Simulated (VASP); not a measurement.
# Mg3Cl (I4/mmm) in VASP: single point with PBE

Aim: the single point of Mg3Cl with PBE.

Program: VASP 6.6.1. These are calculated values, not measurements. Logs are shortened: lines on timing, memory, paths and dates and some standing lists are left out, and cuts for length are marked.

### 1 The cell of the first run

Symmetry: I4/mmm, No. 139, tetragonal system. The conventional cell has a = 4.271 Å, b = 4.271 Å, c = 10.508 Å, α = 90.00°, β = 90.00°, γ = 90.00°. Within 4.0 Å of Mg (site symmetry 4/mmm) lie 4 Cl at 3.02 Å and 8 Mg at 3.39 Å. Within 4.0 Å of Mg (site symmetry -4m2) lie 8 Mg at 3.02 to 3.39 Å and 4 Cl at 3.39 Å. Cl (site symmetry 4/mmm) has 12 Mg at 3.02 to 3.39 Å within 4.0 Å.

### 2 Single point, PBE

File INCAR:

```
SYSTEM = Mg3Cl
PREC     = Accurate       ! precision mode
ENCUT    = 520            ! plane-wave cutoff, eV
EDIFF    = 1E-6           ! SCF threshold, eV
ISMEAR   = 0              ! smearing method
SIGMA    = 0.1            ! smearing width, eV
LREAL    = .False.        ! projectors in reciprocal space
LASPH    = .True.         ! aspherical terms in the spheres
NELM     = 80             ! most SCF steps
ALGO     = Normal         ! electronic algorithm
ISIF     = 2              ! what is computed and relaxed
LWAVE    = .False.        ! write WAVECAR
LCHARG   = .False.        ! write CHGCAR
GGA      = PE             ! functional
NBANDS   = 14             ! bands
```

File KPOINTS:

```
regular mesh
0
Gamma
  16 16 16
  0 0 0
```

File POSCAR:

```
Mg3Cl
1.0
   -2.1356785915      2.1356785915      5.2542072844
    2.1356785915     -2.1356785915      5.2542072844
    2.1356785915      2.1356785915     -5.2542072844
Mg Cl
3 1
Direct
    0.5000000000      0.5000000000      0.0000000000
    0.2500000000      0.7500000000      0.5000000000
    0.7500000000      0.2500000000      0.5000000000
    0.0000000000      0.0000000000      0.0000000000
```

Potentials or basis: VASP PAW PBE potentials, release 64 (Mg, Cl).

Command:

```console
cat potpaw_PBE.64/Mg/POTCAR potpaw_PBE.64/Cl/POTCAR > POTCAR
mpirun -np 1 vasp_std > vasp.out
```

OUTCAR:

```text
SYSTEM = Mg3Cl
   PREC = Accurate
   ENCUT = 520
   EDIFF = 1E-6
   ISMEAR = 0
   LREAL = .False.
   LASPH = .True.
   NELM = 80
   ISIF = 2
   GGA = PE

 ion  position               nearest neighbor table
   1  0.500  0.500  0.000-   4 3.02   4 3.02   4 3.02   4 3.02   3 3.39   2 3.39   3 3.39   3 3.39
                             2 3.39   2 3.39   3 3.39   2 3.39
   2  0.250  0.750  0.500-   3 3.02   3 3.02   3 3.02   3 3.02   1 3.39   1 3.39   1 3.39   1 3.39

   3  0.750  0.250  0.500-   2 3.02   2 3.02   2 3.02   2 3.02   1 3.39   1 3.39   1 3.39   1 3.39

   4  0.000  0.000  0.000-   1 3.02   1 3.02   1 3.02   1 3.02

  LATTYP: Found a body centered tetragonal cell.
 ALAT       =     4.2713571830
 C/A-ratio  =     2.4602050633

  Lattice vectors:

 A1 = (  -2.1356785915,   2.1356785915,   5.2542072844)
 A2 = (   2.1356785915,  -2.1356785915,   5.2542072844)
 A3 = (   2.1356785915,   2.1356785915,  -5.2542072844)

Analysis of symmetry for initial positions (statically):
=====================================================================
 Subroutine PRICEL returns:
 Original cell was already a primitive cell.

 Routine SETGRP: Setting up the symmetry group for a
 body centered tetragonal supercell.

 Subroutine GETGRP returns: Found 16 space group operations
 (whereof 16 operations were pure point group operations)
 out of a pool of 16 trial point group operations.

The static configuration has the point symmetry D_4h.

Analysis of symmetry for dynamics (positions and initial velocities):
=====================================================================
 Subroutine PRICEL returns:
 Original cell was already a primitive cell.

 Routine SETGRP: Setting up the symmetry group for a
 body centered tetragonal supercell.

 Subroutine GETGRP returns: Found 16 space group operations
 (whereof 16 operations were pure point group operations)
 out of a pool of 16 trial point group operations.

The dynamic configuration has the point symmetry D_4h.

 Subroutine INISYM returns: Found 16 space group operations
 (whereof 16 operations are pure point group operations),
 and found     1 'primitive' translations

----------------------------------------------------------------------------------------

                                     Primitive cell

  volume of cell :      95.8603

  direct lattice vectors                    reciprocal lattice vectors
    -2.135678592  2.135678592  5.254207284     0.000000000  0.234117625  0.095161834
     2.135678592 -2.135678592  5.254207284     0.234117625  0.000000000  0.095161834
     2.135678592  2.135678592 -5.254207284     0.234117625  0.234117625  0.000000000

  length of vectors
     6.060440601  6.060440601  6.060440601     0.252718889  0.252718889  0.331092321

  position of ions in fractional coordinates (direct lattice)
     0.500000000  0.500000000  0.000000000
     0.250000000  0.750000000  0.500000000
     0.750000000  0.250000000  0.500000000
     0.000000000  0.000000000  0.000000000

  ion indices of the primitive-cell ions
   primitive index   ion index
                 1           1
                 2           2
                 3           3
                 4           4

----------------------------------------------------------------------------------------

 KPOINTS: regular mesh

Automatic generation of k-mesh.
 Grid dimensions read from file:
 generate k-points for:   16   16   16

 Generating k-lattice:

  Cartesian coordinates                     Fractional coordinates (reciprocal lattice)
     0.000000000  0.014632352  0.005947615     0.062500000  0.000000000  0.000000000
     0.014632352  0.000000000  0.005947615     0.000000000  0.062500000  0.000000000
     0.014632352  0.014632352  0.000000000     0.000000000  0.000000000  0.062500000

  Length of vectors
     0.015794931  0.015794931  0.020693270

  Shift w.r.t. Gamma in fractional coordinates (k-lattice)
     0.000000000  0.000000000  0.000000000

 Subroutine IBZKPT returns following result:
 ===========================================

 Found    349 irreducible k-points:

 Following reciprocal coordinates:
            Coordinates               Weight
  0.000000  0.000000  0.000000      1.000000
  0.062500 -0.000000  0.000000      8.000000
  0.125000 -0.000000  0.000000      8.000000
  0.187500  0.000000  0.000000      8.000000
  0.250000 -0.000000  0.000000      8.000000
  0.312500 -0.000000  0.000000      8.000000
[... 16 lines left out ...]
 -0.125000  0.062500 -0.000000     16.000000
 -0.062500  0.062500  0.000000      4.000000
 [... further k-points ...]
   k-points           NKPTS =    349   k-points in BZ     NKDIM =    349   number of bands    NBANDS=     14
   number of dos      NEDOS =    301   number of ions     NIONS =      4
   total plane-waves  NPLWV = 110592
   dimension x,y,z NGX =    48 NGY =   48 NGZ =   48
   dimension x,y,z NGXF=    96 NGYF=   96 NGZF=   96
   ions per type =               3   1
   NGX,Y,Z   is equivalent  to a cutoff of  13.17, 13.17, 13.17 a.u.
   NGXF,Y,Z  is equivalent  to a cutoff of  26.33, 26.33, 26.33 a.u.
 SYSTEM =  Mg3Cl
   PREC   = accura    normal or accurate (medium, high low for compatibility)
   ISTART =      0    job   : 0-new  1-cont  2-samecut
   ICHARG =      2    charge: 1-file 2-atom 10-const
   ISPIN  =      1    spin polarized calculation?
   LNONCOLLINEAR =      F non collinear calculations
   LSORBIT =      F    spin-orbit coupling
   LASPH  =      T    aspherical Exc in radial PAW
   ENCUT  =  520.0 eV  38.22 Ry    6.18 a.u.  11.27 11.27 11.27*2*pi/ulx,y,z
   NELM   =     80;   NELMIN=  2; NELMDL= -5     # of ELM steps
   EDIFF  = 0.1E-05   stopping-criterion for ELM
   LREAL  =      F    real-space projection
   EDIFFG = 0.1E-04   stopping-criterion for IOM
   NSW    =      0    number of steps for IOM
   IBRION =     -1    ionic relax: 0-MD 1-quasi-New 2-CG
   NFREE  =      0    steps in history (QN), initial steepest desc. (CG)
   ISIF   =      2    stress and relaxation
   ISYM   =      2    0-nonsym 1-usesym 2-fastsym
   POTIM  = 0.5000    time-step for ionic-motion
   TEBEG  =    0.0;   TEEND  =   0.0 temperature during run
   PSTRESS=    0.0 pullay stress
   NELECT =      13.0000    total number of electrons
   NUPDOWN=      -1.0000    fix difference up-down
   EMIN   =  10.00;   EMAX   =-10.00  energy-range for DOS
   EFERMI =   0.00;   METHOD = LEGACY
   ISMEAR =     0;   SIGMA  =   0.10  broadening in eV -4-tet -1-fermi 0-gaus
   EFERMI_NEDOS =   21; number of points for ismear=-14 and -15
   IALGO  =     38    algorithm
   IMIX   =      4    mixing-type and parameters
     AMIX     =   0.40;   BMIX     =  1.00
     AMIX_MAG =   1.60;   BMIX_MAG =  1.00
  volume/ion in A,a.u.               =      23.97       161.72
  Fermi-wavevector in a.u.,A,eV,Ry     =   0.841091  1.589431  9.625223  0.707434
  Thomas-Fermi vector in A             =   1.955579
   LORBIT       =      0    0 simple, 1 ext, 2 COOP (PROOUT), +10 PAW based schemes
   GGA     = PE    functional components
   LHFCALC =     F    Hartree Fock is set to
   AEXX    =    0.0000 exact exchange contribution
   IVDW    =     0    specifies the selected vdW correction
   LEPSILON=     F    determine dielectric tensor
   LRPA    =     F    only Hartree local field effects (RPA)
 non-spin polarized calculation
 Gauss-broadening in eV      SIGMA  =   0.10
  energy-cutoff  :      520.00
  volume of cell :       95.86
 maximum number of plane-waves:      2607
 NGX is ok and might be reduce to    48
   NGX = 23   NGY = 23   NGZ = 23

 number of electron      13.0000000 magnetization

 Free energy of the ion-electron system (eV)
  ---------------------------------------------------
  ext. energy  EPLUGINS =         0.00000000
  ---------------------------------------------------
  free energy    TOTEN  =        -7.18224486 eV

  energy without entropy =       -7.17382386  energy(sigma->0) =       -7.17803436

 E-fermi :   3.1530     XC(G=0):  -8.4502

 val. band max:        3.1410000474   @ k =  -0.4375   0.5000   0.1875
 cond. band min:       3.1631796749   @ k =  -0.3750  -0.3750   0.0625
 fundamental gap:      0.0221796275
 Fermi energy:         3.1529735057

 k-point     1 :       0.0000    0.0000    0.0000
  band No.  band energies     occupation
      1     -13.4493      2.00000
      2      -2.1764      2.00000
      3      -2.1390      2.00000
      4      -1.6920      2.00000
      5      -1.6920      2.00000
      6       3.1867      0.63330
      7       3.5258      0.00000
      8       4.9915      0.00000
      9       4.9915      0.00000
     10       5.7414      0.00000
     11       7.1467      0.00000
     12       8.0872      0.00000
     13       8.4517      0.00000
     14       8.4517      0.00000

 k-point     2 :       0.0625   -0.0000    0.0000
  band No.  band energies     occupation
      1     -13.4460      2.00000
      2      -2.3336      2.00000
      3      -2.0636      2.00000
      4      -1.6874      2.00000
      5      -1.6040      2.00000
      6       3.0919      1.61188
      7       3.5695      0.00000
      8       4.9038      0.00000
      9       5.0245      0.00000
     10       5.7388      0.00000
     11       7.3729      0.00000
     12       8.1370      0.00000
     13       8.2804      0.00000
     14       8.3541      0.00000
[... 343 lines left out ...]
      1     -13.4337      2.00000
      2      -2.4842      2.00000
      3      -2.0914      2.00000
      4      -1.7506      2.00000
      5      -1.3322      2.00000
      6       2.9805      1.98529
      7       3.5429      0.00000
      8       4.4623      0.00000
      9       5.3012      0.00000
     10       5.7516      0.00000
     11       7.3646      0.00000
     12       7.8925      0.00000
     13       8.5478      0.00000
     14       8.6502      0.00000

 k-point    24 :      -0.0625    0.0625    0.0000
  band No.  band energies     occupation
      1     -13.4429      2.00000
      2      -2.3182      2.00000
      3      -2.1228      2.00000
      4      -1.7332      2.00000
      5      -1.5135      2.00000
      6       3.3044      0.03227
      7       3.3279      0.01339
      8       4.6646      0.00000
      9       5.1724      0.00000
     10       5.7561      0.00000
     11       7.5775      0.00000
     12       7.8397      0.00000
     13       8.2088      0.00000
     14       8.6087      0.00000

 [... further k-points ...]

------------------------ aborting loop because EDIFF is reached ----------------------------------------

  FORCE on cell =-STRESS in cart. coord.  units (eV):
  Direction    XX          YY          ZZ          XY          YZ          ZX
  --------------------------------------------------------------------------------------
  -------------------------------------------------------------------------------------
  Total       -0.0601094     -0.0601094     -0.0494834      0.0000000     -0.0000000      0.0000000
  in kB       -1.0046479     -1.0046479     -0.8270482      0.0000000     -0.0000000      0.0000000
  external PRESSURE =      -0.9454480 kB  Pullay stress =       0.0000000 kB

 VOLUME and BASIS-vectors are now :
 -----------------------------------------------------------------------------
  energy-cutoff  :      520.00
  volume of cell :       95.86
      direct lattice vectors                 reciprocal lattice vectors
    -2.135678592  2.135678592  5.254207284     0.000000000  0.234117625  0.095161834
     2.135678592 -2.135678592  5.254207284     0.234117625  0.000000000  0.095161834
     2.135678592  2.135678592 -5.254207284     0.234117625  0.234117625  0.000000000

 POSITION                                       TOTAL-FORCE (eV/Angst)
 -----------------------------------------------------------------------------------
      0.00000      0.00000      5.25421         0.000000     -0.000000      0.000000
      2.13568     -0.00000      2.62710        -0.000000      0.000000      0.000000
     -0.00000      2.13568      2.62710         0.000000     -0.000000     -0.000000
      0.00000      0.00000      0.00000         0.000000     -0.000000      0.000000
 -----------------------------------------------------------------------------------
    total drift:                                0.000000     -0.000000     -0.000000

  FREE ENERGIE OF THE ION-ELECTRON SYSTEM (eV)
  ---------------------------------------------------
  free  energy   TOTEN  =        -7.1822448587 eV

  energy  without entropy=       -7.1738238606  energy(sigma->0) =       -7.17803436
```

Wall time 6.9 min (1 thread of Intel Xeon 6975P-C (Granite Rapids), shared host); peak memory 0.64 GiB.

Results:

- Free energy: -7.1822 eV
- Pressure: -0.1 GPa
- Band gap on the k mesh: zero (an odd number of electrons rules out a gap without spin polarisation)

The gap in the log of VASP goes by the Fermi energy; the results here count the filled bands.